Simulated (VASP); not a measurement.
MgBe2S3: single point with PBE

MgBe2S3:

```
Mg Be S
1.0
     3.45184    0.00000    0.00000
    -1.72592    2.98938    0.00000
     0.00000    0.00000    8.85645
Mg Be S
1 2 3
Direct
  0.00000 0.00000 0.00000
  0.33333 0.66667 0.66182
  0.66667 0.33333 0.33818
  0.33333 0.66667 0.20811
  0.00000 0.00000 0.50000
  0.66667 0.33333 0.79189
```

```json
{"Program": "VASP 6.6.1", "Task": "single point", "Functional": "PBE", "Potentials or basis": "VASP PAW PBE potentials, release 64 (Mg, Be, S)", "Cutoff": "520 eV", "k mesh": "6 × 6 × 2", "Occupations": "gaussian, width 0.1 eV", "Spin": "no spin polarisation", "Dipole correction": "no", "Further INCAR settings": "ALGO = Normal; EDIFF = 1e-06; NBANDS = 21"}
```

```json
{"Pressure": "-5.9 GPa", "Largest force": "1.036 eV/Å", "Band gap on the k mesh": "1.08 eV, indirect (least direct gap 1.65 eV)"}
```

Forces in eV/Å, atoms in the order of the input:
```
Mg   0.000  0.000  0.000
Be   0.000  0.000 -0.447
Be   0.000  0.000  0.447
S    0.000  0.000 -1.036
S    0.000  0.000  0.000
S    0.000  0.000  1.036
```

Stress tensor (GPa, compression positive):
```
-4.31  0.00  0.00
 0.00 -4.31  0.00
 0.00  0.00 -8.97
```

Levels at points of the mesh, in eV from the valence-band top:
| k point | band 10 | band 11 | band 12 | band 13 | band 14 | band 15 |
| --- | --- | --- | --- | --- | --- | --- |
| (0.00, 0.00, 0.00) | -0.50 | -0.04 | -0.04 | 2.63 | 4.03 | 4.30 |
| (0.50, 0.00, 0.00) | -2.16 | -1.63 | -0.57 | 1.08 | 3.51 | 3.58 |
| (0.00, 0.00, 0.50) | -0.88 | -0.05 | -0.05 | 3.72 | 3.86 | 4.58 |
| (0.50, 0.00, 0.50) | -2.32 | -0.78 | -0.45 | 2.09 | 2.13 | 3.14 |

Wall time 13 s on 1 thread of Intel(R) Xeon(R) 6975P-C (Granite Rapids) (shared host), peak memory 0.22 GiB.

Caveat: forces of over 1 eV/Å act on the atoms, so gaps and moduli don't describe the material at rest. A k mesh can miss the band edges.
